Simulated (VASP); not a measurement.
# Cu (P6_3/mmc) in VASP: settings compared, part 2 of 2

VASP 6.6.1. Earlier steps stand in the parts before.

**4. Single point, PBEsol**

This run uses another cell than the first one, of 10.31 Å³/atom.

Input file INCAR:

```
PREC = Accurate
ENCUT = 820
EDIFF = 1E-6
ISMEAR = -1
SIGMA = 0.05
LREAL = F
LASPH = T
NELM = 120
ALGO = Normal
ISIF = 2
LWAVE = F
LCHARG = F
GGA = PS
NBANDS = 26
GGA_COMPAT = F
```

Input file KPOINTS:

```
Automatic mesh
0
Gamma
  12 12 7
```

Input file POSCAR:

```
Cu
1.0
    2.4441867993      0.0000000000      0.0000000000
   -1.2220933997      2.1167278598      0.0000000000
    0.0000000000      0.0000000000      3.9844554941
Cu
2
Direct
    0.6666666667      0.3333333333      0.7500000000
    0.3333333333      0.6666666667      0.2500000000
```

Potentials or basis: VASP PAW PBE potentials, release 64 (Cu_sv_GW).

Command:

```sh
$ cat potpaw_PBE.64/Cu_sv_GW/POTCAR > POTCAR
$ mpirun -np 1 vasp_std > vasp.out
```

OUTCAR:

```text
PREC = Accurate
   ENCUT = 820
   EDIFF = 1E-6
   ISMEAR = -1
   LREAL = F
   LASPH = T
   NELM = 120
   ISIF = 2
   GGA = PS

 ion  position               nearest neighbor table
   1  0.667  0.333  0.750-   2 2.44   2 2.44   2 2.44   2 2.44   2 2.44   2 2.44
   2  0.333  0.667  0.250-   1 2.44   1 2.44   1 2.44   1 2.44   1 2.44   1 2.44

  LATTYP: Found a hexagonal cell.
 ALAT       =     2.4441867993
 C/A-ratio  =     1.6301763414

  Lattice vectors:

 A1 = (   2.4441867993,   0.0000000000,   0.0000000000)
 A2 = (  -1.2220933997,   2.1167278598,   0.0000000000)
 A3 = (   0.0000000000,   0.0000000000,   3.9844554941)

Analysis of symmetry for initial positions (statically):
=====================================================================
 Subroutine PRICEL returns:
 Original cell was already a primitive cell.

 Routine SETGRP: Setting up the symmetry group for a
 hexagonal supercell.

 Subroutine GETGRP returns: Found 24 space group operations
 (whereof 12 operations were pure point group operations)
 out of a pool of 24 trial point group operations.

The static configuration has the point symmetry D_3d.
 The point group associated with its full space group is D_6h.

Analysis of symmetry for dynamics (positions and initial velocities):
=====================================================================
 Subroutine PRICEL returns:
 Original cell was already a primitive cell.

 Routine SETGRP: Setting up the symmetry group for a
 hexagonal supercell.

 Subroutine GETGRP returns: Found 24 space group operations
 (whereof 12 operations were pure point group operations)
 out of a pool of 24 trial point group operations.

The dynamic configuration has the point symmetry D_3d.
 The point group associated with its full space group is D_6h.

 Subroutine INISYM returns: Found 24 space group operations
 (whereof 12 operations are pure point group operations),
[... 110 lines left out ...]
   EFERMI =   0.00;   METHOD = LEGACY
   ISMEAR =    -1;   SIGMA  =   0.05  broadening in eV -4-tet -1-fermi 0-gaus
   EFERMI_NEDOS =   21; number of points for ismear=-14 and -15
   IALGO  =     38    algorithm
   IMIX   =      4    mixing-type and parameters
     AMIX     =   0.40;   BMIX     =  1.00
     AMIX_MAG =   1.60;   BMIX_MAG =  1.00
  volume/ion in A,a.u.               =      10.31        69.56
  Fermi-wavevector in a.u.,A,eV,Ry     =   2.007304  3.793255 54.821558  4.029271
  Thomas-Fermi vector in A             =   3.021068
   LORBIT       =      0    0 simple, 1 ext, 2 COOP (PROOUT), +10 PAW based schemes
   GGA     = PS    functional components
   LHFCALC =     F    Hartree Fock is set to
   AEXX    =    0.0000 exact exchange contribution
   IVDW    =     0    specifies the selected vdW correction
   LEPSILON=     F    determine dielectric tensor
   LRPA    =     F    only Hartree local field effects (RPA)
 non-spin polarized calculation
  energy-cutoff  :      820.00
  volume of cell :       20.61
 maximum number of plane-waves:      1114
 NGX is ok and might be reduce to    24
   NGX = 11   NGY = 11   NGZ = 19

 number of electron      37.9999989 magnetization

 Free energy of the ion-electron system (eV)
  ---------------------------------------------------
  ext. energy  EPLUGINS =         0.00000000
  ---------------------------------------------------
  free energy    TOTEN  =        -8.62695921 eV

  energy without entropy =       -8.61931870  energy(sigma->0) =       -8.62313896

 E-fermi :   9.1643     XC(G=0): -14.4538

 val. band max:        9.1177804816   @ k =   0.0833   0.0833   0.1429
 cond. band min:       9.1831978669   @ k =   0.3333   0.1667   0.2857
 fundamental gap:      0.0654173853
 Fermi energy:         9.1643183443

 k-point     1 :       0.0000    0.0000    0.0000
  band No.  band energies     occupation
      1    -103.4171      2.00000
      2    -103.3897      2.00000
      3     -61.0225      2.00000
      4     -60.8670      2.00000
      5     -60.8670      2.00000
      6     -60.8395      2.00000
[... 685 lines left out ...]
     25      27.9177      0.00000
     26      30.8731      0.00000

 [... further k-points ...]

------------------------ aborting loop because EDIFF is reached ----------------------------------------

  FORCE on cell =-STRESS in cart. coord.  units (eV):
  Direction    XX          YY          ZZ          XY          YZ          ZX
  --------------------------------------------------------------------------------------
  -------------------------------------------------------------------------------------
  Total        2.3621019      2.3621019      2.3663677     -0.0000000     -0.0000000      0.0000000
  in kB      183.5865294    183.5865294    183.9180709     -0.0000000     -0.0000000      0.0000000
  external PRESSURE =     183.6970432 kB  Pullay stress =       0.0000000 kB

 VOLUME and BASIS-vectors are now :
 -----------------------------------------------------------------------------
  energy-cutoff  :      820.00
  volume of cell :       20.61
      direct lattice vectors                 reciprocal lattice vectors
     2.444186799  0.000000000  0.000000000     0.409134032  0.236213643  0.000000000
    -1.222093400  2.116727860  0.000000000     0.000000000  0.472427287  0.000000000
     0.000000000  0.000000000  3.984455494     0.000000000  0.000000000  0.250975322

 POSITION                                       TOTAL-FORCE (eV/Angst)
 -----------------------------------------------------------------------------------
      1.22209      0.70558      2.98834        -0.000000     -0.000000      0.000000
     -0.00000      1.41115      0.99611         0.000000      0.000000      0.000000
 -----------------------------------------------------------------------------------
    total drift:                               -0.000000      0.000000     -0.000000

  FREE ENERGIE OF THE ION-ELECTRON SYSTEM (eV)
  ---------------------------------------------------
  free  energy   TOTEN  =        -8.6269592113 eV

  energy  without entropy=       -8.6193186995  energy(sigma->0) =       -8.62313896
```

stdout:

```text
POSCAR found type information on POSCAR Cu
 POSCAR found :  1 types and       2 ions
 scaLAPACK will be used
 -----------------------------------------------------------------------------
|                                                                             |
|                                                                             |
|     You enforced a specific xc type in the INCAR file but a different       |
|     I HOPE YOU KNOW WHAT YOU ARE DOING!                                     |
|                                                                             |
 -----------------------------------------------------------------------------

 LDA part: xc-table for (Slater+PW92), standard interpolation
 POSCAR, INCAR and KPOINTS ok, starting setup
 FFT: planning ... GRIDC
 FFT: planning ... GRID_SOFT
 FFT: planning ... GRID
 WAVECAR not read
 entering main loop
```

It took 1.8 min on 1 thread of AMD EPYC 7R43 (Zen 3), shared host; peak memory 0.19 GiB.

What came out:

```
Free energy            : -8.6270 eV
Pressure               : 18.4 GPa
Band gap on the k mesh : zero (bands 19 and 20 overlap by 6.33 eV)
```

Caveat: the cell stands under pressure; the PAW data sets were made with another functional, which shifts forces and pressure a little.

**5. Single point, PBE**

This run uses another cell than the first one, of 11.44 Å³/atom.

Input file INCAR:

```
PREC     = Accurate       # precision mode
ENCUT    = 820            # plane-wave cutoff, eV
EDIFF    = 1E-6           # SCF threshold, eV
ISMEAR   = 0              # smearing method
SIGMA    = 0.011          # smearing width, eV
LREAL    = F              # projectors in reciprocal space
LASPH    = T              # aspherical terms in the spheres
NELM     = 120            # most SCF steps
ALGO     = Normal         # electronic algorithm
ISIF     = 2              # what is computed and relaxed
LWAVE    = F              # write WAVECAR
LCHARG   = T              # write CHGCAR
GGA      = PE             # functional
LELF     = T              # ELF
LVHAR    = T            
NBANDS   = 26             # bands
GGA_COMPAT= F
```

KPOINTS is that of step 4.

Input file POSCAR:

```
Cu
1.0
    2.5340966698      0.0000000000      0.0000000000
   -1.2670483349      2.1945920917      0.0000000000
    0.0000000000      0.0000000000      4.1125710000
Cu
2
Direct
    0.6666666667      0.3333333333      0.7500000000
    0.3333333333      0.6666666667      0.2500000000
```

Command:

```sh
$ cat potpaw_PBE.64/Cu_sv_GW/POTCAR > POTCAR
$ mpirun -np 1 vasp_std > vasp.out
```

Run time: 87 s. Hardware: 1 thread of AMD EPYC 7R13 (Zen 3), shared host; peak memory 0.2 GiB.

Results (log left out):

```yaml
Free_energy: -7.5372 eV
Pressure: 6.2 GPa
Band_gap_on_the_k_mesh: zero (bands 19 and 20 overlap by 5.90 eV)
```

Stress tensor (GPa, compression positive):
```
6.13 0.00 0.00
0.00 6.13 0.00
0.00 0.00 6.38
```

Levels at points of the mesh, in eV from the Fermi level:
```
           k point  band 17  band 18  band 19  band 20  band 21  band 22
(0.00, 0.00, 0.00)    -2.49    -1.67    -1.67    -1.05     4.05    21.57
(0.50, 0.00, 0.00)    -1.52    -1.47     0.04     1.64     7.95     8.37
```

Caveat: the cell stands under pressure.

**6. Summary**

| level | cell | smearing | gap on the mesh (eV) | pressure (GPa) |
| --- | --- | --- | --- | --- |
| PBEsol | a = 2.415, b = 2.415, c = 3.939 Å, angles 90.0, 90.0, 120.0°, 2 atoms | fermi-dirac 0.05 eV | none | 28.4 |
| PBEsol | a = 2.500, b = 2.500, c = 4.057 Å, angles 90.0, 90.0, 120.0°, 2 atoms | fermi-dirac 0.05 eV | none | 4.0 |
| PBEsol | a = 2.444, b = 2.444, c = 3.984 Å, angles 90.0, 90.0, 120.0°, 2 atoms | fermi-dirac 0.05 eV | none | 18.4 |
| PBE | a = 2.534, b = 2.534, c = 4.113 Å, angles 90.0, 90.0, 120.0°, 2 atoms | gaussian 0.011 eV | none | 6.2 |

Alike in all rows: task single point; potentials or basis VASP PAW PBE potentials, release 64 (Cu_sv_GW); no spin polarisation; k mesh 12 × 12 × 7; cutoff (eV) 820.

Caveats: the cell stands under pressure; the PAW data sets were made with another functional, which shifts forces and pressure a little (at least some runs).

Absolute energies hang on the potentials; compare differences alone.

The gap in the log of VASP goes by the Fermi energy; the results here count the filled bands.